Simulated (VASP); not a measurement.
Set up this calculation in VASP 6.6.1, as the native input.

```
Task                   : single point
Functional             : PBE
Potentials or basis    : VASP PAW PBE potentials, release 64 (Zn, S)
Cutoff                 : 520 eV
k mesh                 : 12 × 12 × 2
Occupations            : gaussian, width 0.05 eV
Spin                   : no spin polarisation
Dipole correction      : no
Further INCAR settings : ALGO = Normal; EDIFF = 1e-07; NBANDS = 46
```

The structure of ZnS lies in POSCAR:

```
ZnS
1.0
    3.9621251467      0.0000000000      0.0000000000
   -1.9810625733      3.4313010300      0.0000000000
    0.0000000000      0.0000000000     12.9679317746
Zn S
4 4
Direct
    0.0000000000      0.0000000000      0.0000503469
    0.0000000000      0.0000000000      0.5000503469
    0.3333333333      0.6666666667      0.2500245137
    0.6666666667      0.3333333333      0.7500245137
    0.0000000000      0.0000000000      0.1872896978
    0.0000000000      0.0000000000      0.6872896978
    0.3333333333      0.6666666667      0.4376354415
    0.6666666667      0.3333333333      0.9376354415
```

This cell differs from its parent crystal: strain +0.030 along x and y, +0.030 along z.

One way to write it, as run:

INCAR

```
PREC     = Accurate       # precision mode
ENCUT    = 520            # plane-wave cutoff, eV
EDIFF    = 1E-7           # SCF threshold, eV
ISMEAR   = 0              # smearing method
SIGMA    = 0.05           # smearing width, eV
LREAL    = False          # projectors in reciprocal space
LASPH    = True           # aspherical terms in the spheres
NELM     = 60             # most SCF steps
ALGO     = Normal         # electronic algorithm
ISIF     = 2              # what is computed and relaxed
LWAVE    = False          # write WAVECAR
LCHARG   = True           # write CHGCAR
GGA      = PE             # functional
LELF     = True           # ELF
LVHAR    = True         
NBANDS   = 46             # bands
```

KPOINTS

```
Automatic mesh
0
Gamma
  12 12 2
```

Potentials or basis: VASP PAW PBE potentials, release 64 (Zn, S).

Launch:

```sh
$ cat potpaw_PBE.64/Zn/POTCAR potpaw_PBE.64/S/POTCAR > POTCAR
$ mpirun -np 1 vasp_std > vasp.out
```

Results of the run:

```json
{"Pressure": "-4.9 GPa", "Largest force": "0.007 eV/Å", "Band gap on the k mesh": "1.67 eV, direct"}
```

Caveat: the cell differs from its parent crystal (strain +0.030 along x and y, +0.030 along z).

Wall time 3.8 min on 1 thread of Intel(R) Xeon(R) Platinum 8488C (Sapphire Rapids), with other jobs on the host, peak memory 0.41 GiB.
